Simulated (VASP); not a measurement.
# CoSi2 (Fm-3m) in VASP: notebook

The runs below take CoSi2 through single point, relaxation of cell and atoms, with PBE, r2SCAN, PBE+D3(BJ).

Everything below comes from runs of VASP 6.6.1. Logs are shortened: lines on timing, memory, paths and dates and some standing lists are left out, and cuts for length are marked.

## Step 1: The cell of the first run

Symmetry: Fm-3m, No. 225, cubic system. The conventional cell has a = 5.360 Å, b = 5.360 Å, c = 5.360 Å, α = 90.00°, β = 90.00°, γ = 90.00°. Co (site symmetry m-3m) has 8 Si at 2.32 Å within 3.1 Å. Within 3.1 Å of Si (site symmetry -43m) lie 4 Co at 2.32 Å and 6 Si at 2.68 Å.

## Step 2: Single point, PBE, collinear spin, ferromagnetic start

Contents of INCAR:

```
PREC = Accurate ; ENCUT = 520
EDIFF = 1E-6 ; ISMEAR = -1
SIGMA = 0.1 ; LREAL = F
LASPH = T ; NELM = 150
ALGO = Normal ; ISIF = 2
LWAVE = F ; LCHARG = F
ISPIN = 2 ; MAGMOM = 2.5 0 0
LORBIT = 11 ; LMAXMIX = 4
GGA = PE ; NBANDS = 20
```

Contents of KPOINTS:

```
regular mesh
0
Gamma
  11 11 11
```

Contents of POSCAR:

```
CoSi2
1.0
    0.0000000000      2.6801843267      2.6801843267
    2.6801843267      0.0000000000      2.6801843267
    2.6801843267      2.6801843267      0.0000000000
Co Si
1 2
Direct
    0.0000000000      0.0000000000      0.0000000000
    0.2500000000      0.2500000000      0.2500000000
    0.7500000000      0.7500000000      0.7500000000
```

Potentials or basis: VASP PAW PBE potentials, release 64 (Co, Si).

On the command line:

```bash
> cat potpaw_PBE.64/Co/POTCAR potpaw_PBE.64/Si/POTCAR > POTCAR
> mpirun -np 1 vasp_std > vasp.out
```

OUTCAR:

```text
PREC = Accurate
   ENCUT = 520
   EDIFF = 1E-6
   ISMEAR = -1
   LREAL = F
   LASPH = T
   NELM = 150
   ISIF = 2
   ISPIN = 2
   LORBIT = 11
   GGA = PE

 ion  position               nearest neighbor table
   1  0.000  0.000  0.000-   3 2.32   3 2.32   3 2.32   2 2.32   3 2.32   2 2.32   2 2.32   2 2.32

   2  0.250  0.250  0.250-   1 2.32   1 2.32   1 2.32   1 2.32   3 2.68   3 2.68   3 2.68   3 2.68
                             3 2.68   3 2.68
   3  0.750  0.750  0.750-   1 2.32   1 2.32   1 2.32   1 2.32   2 2.68   2 2.68   2 2.68   2 2.68
                             2 2.68   2 2.68

  LATTYP: Found a face centered cubic cell.
 ALAT       =     5.3603686534

  Lattice vectors:

 A1 = (   0.0000000000,   2.6801843267,   2.6801843267)
 A2 = (   2.6801843267,   0.0000000000,   2.6801843267)
 A3 = (   2.6801843267,   2.6801843267,   0.0000000000)

Analysis of symmetry for initial positions (statically):
=====================================================================
 Subroutine PRICEL returns:
 Original cell was already a primitive cell.

 Routine SETGRP: Setting up the symmetry group for a
 face centered cubic supercell.

 Subroutine GETGRP returns: Found 48 space group operations
 (whereof 48 operations were pure point group operations)
 out of a pool of 48 trial point group operations.

The static configuration has the point symmetry O_h .

Analysis of symmetry for dynamics (positions and initial velocities):
=====================================================================
 Subroutine PRICEL returns:
 Original cell was already a primitive cell.

 Routine SETGRP: Setting up the symmetry group for a
 face centered cubic supercell.

 Subroutine GETGRP returns: Found 48 space group operations
 (whereof 48 operations were pure point group operations)
 out of a pool of 48 trial point group operations.

The dynamic configuration has the point symmetry O_h .

Analysis of structural, dynamic, and magnetic symmetry:
=====================================================================
 Subroutine PRICEL returns:
 Original cell was already a primitive cell.

 Routine SETGRP: Setting up the symmetry group for a
 face centered cubic supercell.

 Subroutine GETGRP returns: Found 48 space group operations
 (whereof 48 operations were pure point group operations)
 out of a pool of 48 trial point group operations.

The overall configuration has the point symmetry O_h .

 Subroutine INISYM returns: Found 48 space group operations
 (whereof 48 operations are pure point group operations),
 and found     1 'primitive' translations

----------------------------------------------------------------------------------------

                                     Primitive cell

  volume of cell :      38.5056

  direct lattice vectors                    reciprocal lattice vectors
     0.000000000  2.680184327  2.680184327    -0.186554333  0.186554333  0.186554333
     2.680184327  0.000000000  2.680184327     0.186554333 -0.186554333  0.186554333
     2.680184327  2.680184327  0.000000000     0.186554333  0.186554333 -0.186554333

  length of vectors
     3.790353024  3.790353024  3.790353024     0.323121584  0.323121584  0.323121584

  position of ions in fractional coordinates (direct lattice)
     0.000000000  0.000000000  0.000000000
     0.250000000  0.250000000  0.250000000
     0.750000000  0.750000000  0.750000000

  ion indices of the primitive-cell ions
   primitive index   ion index
                 1           1
                 2           2
                 3           3

----------------------------------------------------------------------------------------

 KPOINTS: regular mesh

Automatic generation of k-mesh.
 Grid dimensions read from file:
 generate k-points for:   11   11   11

 Generating k-lattice:

  Cartesian coordinates                     Fractional coordinates (reciprocal lattice)
    -0.016959485  0.016959485  0.016959485     0.090909091  0.000000000  0.000000000
     0.016959485 -0.016959485  0.016959485     0.000000000  0.090909091  0.000000000
     0.016959485  0.016959485 -0.016959485     0.000000000  0.000000000  0.090909091

  Length of vectors
     0.029374689  0.029374689  0.029374689

  Shift w.r.t. Gamma in fractional coordinates (k-lattice)
     0.000000000  0.000000000  0.000000000

 Subroutine IBZKPT returns following result:
 ===========================================

 Found     56 irreducible k-points:

 Following reciprocal coordinates:
            Coordinates               Weight
  0.000000  0.000000  0.000000      1.000000
  0.090909  0.000000  0.000000      8.000000
  0.181818  0.000000  0.000000      8.000000
  0.272727  0.000000  0.000000      8.000000
  0.363636  0.000000  0.000000      8.000000
  0.454545  0.000000  0.000000      8.000000
[... 16 lines left out ...]
 -0.272727  0.181818  0.000000     24.000000
 -0.181818  0.181818  0.000000     12.000000
 [... further k-points ...]
   k-points           NKPTS =     56   k-points in BZ     NKDIM =     56   number of bands    NBANDS=     20
   number of dos      NEDOS =    301   number of ions     NIONS =      3
   total plane-waves  NPLWV =  21952
   dimension x,y,z NGX =    28 NGY =   28 NGZ =   28
   dimension x,y,z NGXF=    56 NGYF=   56 NGZF=   56
   ions per type =               1   2
   NGX,Y,Z   is equivalent  to a cutoff of  12.28, 12.28, 12.28 a.u.
   NGXF,Y,Z  is equivalent  to a cutoff of  24.56, 24.56, 24.56 a.u.
 SYSTEM =  unknown system
   PREC   = accura    normal or accurate (medium, high low for compatibility)
   ISTART =      0    job   : 0-new  1-cont  2-samecut
   ICHARG =      2    charge: 1-file 2-atom 10-const
   ISPIN  =      2    spin polarized calculation?
   LNONCOLLINEAR =      F non collinear calculations
   LSORBIT =      F    spin-orbit coupling
   LASPH  =      T    aspherical Exc in radial PAW
   ENCUT  =  520.0 eV  38.22 Ry    6.18 a.u.   7.05  7.05  7.05*2*pi/ulx,y,z
   NELM   =    150;   NELMIN=  2; NELMDL= -5     # of ELM steps
   EDIFF  = 0.1E-05   stopping-criterion for ELM
   LREAL  =      F    real-space projection
   EDIFFG = 0.1E-04   stopping-criterion for IOM
   NSW    =      0    number of steps for IOM
   IBRION =     -1    ionic relax: 0-MD 1-quasi-New 2-CG
   NFREE  =      0    steps in history (QN), initial steepest desc. (CG)
   ISIF   =      2    stress and relaxation
   ISYM   =      2    0-nonsym 1-usesym 2-fastsym
   POTIM  = 0.5000    time-step for ionic-motion
   TEBEG  =    0.0;   TEEND  =   0.0 temperature during run
   PSTRESS=    0.0 pullay stress
   NELECT =      17.0000    total number of electrons
   NUPDOWN=      -1.0000    fix difference up-down
   EMIN   =  10.00;   EMAX   =-10.00  energy-range for DOS
   EFERMI =   0.00;   METHOD = LEGACY
   ISMEAR =    -1;   SIGMA  =   0.10  broadening in eV -4-tet -1-fermi 0-gaus
   EFERMI_NEDOS =   21; number of points for ismear=-14 and -15
   IALGO  =     38    algorithm
   IMIX   =      4    mixing-type and parameters
     AMIX     =   0.40;   BMIX     =  1.00
     AMIX_MAG =   1.60;   BMIX_MAG =  1.00
  volume/ion in A,a.u.               =      12.84        86.62
  Fermi-wavevector in a.u.,A,eV,Ry     =   1.246569  2.355675 21.142574  1.553935
  Thomas-Fermi vector in A             =   2.380741
   LORBIT       =     11    0 simple, 1 ext, 2 COOP (PROOUT), +10 PAW based schemes
   GGA     = PE    functional components
   LHFCALC =     F    Hartree Fock is set to
   AEXX    =    0.0000 exact exchange contribution
   IVDW    =     0    specifies the selected vdW correction
   LEPSILON=     F    determine dielectric tensor
   LRPA    =     F    only Hartree local field effects (RPA)
 spin polarized calculation
  energy-cutoff  :      520.00
  volume of cell :       38.51
 maximum number of plane-waves:      1046
   NGX = 15   NGY = 15   NGZ = 15

 number of electron      16.9999995 magnetization       0.0001155

 number of electron      16.9999995 magnetization      -0.0002776

 Free energy of the ion-electron system (eV)
  ---------------------------------------------------
  ext. energy  EPLUGINS =         0.00000000
  ---------------------------------------------------
  free energy    TOTEN  =       -19.31283310 eV

  energy without entropy =      -19.27817115  energy(sigma->0) =      -19.29550212

 E-fermi :  10.0639     XC(G=0): -11.7352

 val. band max:       10.0331690564   @ k =  -0.2727   0.2727   0.0000
 cond. band min:      10.0682609393   @ k =   0.3636   0.1818   0.0000
 fundamental gap:      0.0350918829
 Fermi energy:        10.0639001744

 spin component 1

 k-point     1 :       0.0000    0.0000    0.0000
  band No.  band energies     occupation
      1      -3.0458      1.00000
      2       5.9923      1.00000
      3       5.9923      1.00000
      4       5.9923      1.00000
      5       8.1587      1.00000
      6       8.1587      1.00000
[... 12 lines left out ...]
     19      20.5965      0.00000
[... 513 lines left out ...]
      4       6.6341      1.00000
      5       7.5482      1.00000
      6       8.2782      1.00000
[... 12 lines left out ...]
     19      24.2264      0.00000
     20      26.1209      0.00000

 [... further k-points ...]

 spin component 2

 k-point     1 :       0.0000    0.0000    0.0000
  band No.  band energies     occupation
      1      -3.0457      1.00000
      2       5.9924      1.00000
      3       5.9924      1.00000
      4       5.9924      1.00000
      5       8.1587      1.00000
      6       8.1587      1.00000
[... 12 lines left out ...]
     19      20.5961      0.00000
[... 513 lines left out ...]
      4       6.6342      1.00000
      5       7.5482      1.00000
      6       8.2781      1.00000
[... 12 lines left out ...]
     19      24.2262      0.00000
     20      26.1208      0.00000

 [... further k-points ...]

------------------------ aborting loop because EDIFF is reached ----------------------------------------

  FORCE on cell =-STRESS in cart. coord.  units (eV):
  Direction    XX          YY          ZZ          XY          YZ          ZX
  --------------------------------------------------------------------------------------
  -------------------------------------------------------------------------------------
  Total       -0.0352454     -0.0352454     -0.0352454     -0.0000000      0.0000000     -0.0000000
  in kB       -1.4665256     -1.4665256     -1.4665256     -0.0000000      0.0000000     -0.0000000
  external PRESSURE =      -1.4665256 kB  Pullay stress =       0.0000000 kB

 VOLUME and BASIS-vectors are now :
 -----------------------------------------------------------------------------
  energy-cutoff  :      520.00
  volume of cell :       38.51
      direct lattice vectors                 reciprocal lattice vectors
     0.000000000  2.680184327  2.680184327    -0.186554333  0.186554333  0.186554333
     2.680184327  0.000000000  2.680184327     0.186554333 -0.186554333  0.186554333
     2.680184327  2.680184327  0.000000000     0.186554333  0.186554333 -0.186554333

 POSITION                                       TOTAL-FORCE (eV/Angst)
 -----------------------------------------------------------------------------------
      0.00000      0.00000      0.00000        -0.000000      0.000000     -0.000000
      1.34009      1.34009      1.34009         0.000000      0.000000      0.000000
      4.02028      4.02028      4.02028        -0.000000     -0.000000     -0.000000
 -----------------------------------------------------------------------------------
    total drift:                               -0.000000     -0.000000      0.000000

  FREE ENERGIE OF THE ION-ELECTRON SYSTEM (eV)
  ---------------------------------------------------
  free  energy   TOTEN  =       -19.3128330964 eV

  energy  without entropy=      -19.2781711481  energy(sigma->0) =      -19.29550212

 total charge

# of ion       s       p       d       tot
------------------------------------------
    1        0.539   0.717   7.591   8.848
    2        0.717   0.872   0.000   1.589
    3        0.717   0.872   0.000   1.589
--------------------------------------------------
tot          1.973   2.460   7.591  12.025

 magnetization (x)

# of ion       s       p       d       tot
------------------------------------------
    1       -0.000  -0.000  -0.000  -0.000
    2        0.000   0.000   0.000   0.000
    3        0.000   0.000   0.000   0.000
--------------------------------------------------
tot         -0.000   0.000  -0.000  -0.000
```

Wall time 2.4 min (1 thread of Intel Xeon 8259CL, shared host); peak memory 0.21 GiB.

Results:

```
Free energy                                           : -19.3128 eV
Pressure                                              : -0.1 GPa
Net moment                                            : 0.00 μB per cell
Valence electrons inside the program's atomic spheres : Co 8.85; Si 1.59
```

Caveat: the moments typed at the start vanished in this run.

[end of part 1 of 2]
